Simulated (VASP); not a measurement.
A run of VASP 6.6.1 is set up as follows.

The input POSCAR:

```
CaO
1.0
    0.0000000000      2.4035556960      2.4035556960
    2.4035556960      0.0000000000      2.4035556960
    2.4035556960      2.4035556960      0.0000000000
Ca O
1 1
Direct
    0.0000000000      0.0000000000      0.0000000000
    0.5000000000      0.5000000000      0.5000000000
```

The input INCAR.step1:

```
SYSTEM = CaO
PREC = Accurate
ENCUT = 520
EDIFF = 1E-5
ISMEAR = -1
SIGMA = 0.05
LREAL = .FALSE.
LASPH = .TRUE.
NELM = 100
ALGO = Normal
ISIF = 2
LWAVE = .TRUE.
LCHARG = .FALSE.
NBANDS = 15
GGA = PE
```

Contents of INCAR.step2:

```
SYSTEM = CaO
PREC = Accurate
ENCUT = 520
EDIFF = 1E-6
ISMEAR = -1
SIGMA = 0.05
LREAL = .FALSE.
LASPH = .TRUE.
NELM = 100
ALGO = Normal
ISIF = 2
LWAVE = .FALSE.
LCHARG = .FALSE.
GGA = PE
LHFCALC = .TRUE.
AEXX = 0.2
HFSCREEN = 0.2
PRECFOCK = Normal
NBANDS = 15
ISTART = 1
```

KPOINTS

```
Automatic mesh
0
G
  5 5 5
  0 0 0
```

Potentials or basis: VASP PAW PBE potentials, release 64 (Ca_sv, O).

Launch:

```sh
$ cat potpaw_PBE.64/Ca_sv/POTCAR potpaw_PBE.64/O/POTCAR > POTCAR
$ cp INCAR.step1 INCAR
$ mpirun -np 1 vasp_std > vasp.out
$ cp INCAR.step2 INCAR
$ mpirun -np 1 vasp_std > vasp.out
```

(1) Predict the pressure.

(2) Predict the band gap on the k mesh.

Answers

(1) 0.5 GPa.

(2) 5.17 eV (least direct gap 5.58 eV).

Caveat: the k points lie up to 0.45 Å⁻¹ apart; the PAW data sets were made with another functional, which shifts forces and pressure a little; an odd mesh through Γ misses points on the zone boundary, where band edges can lie.
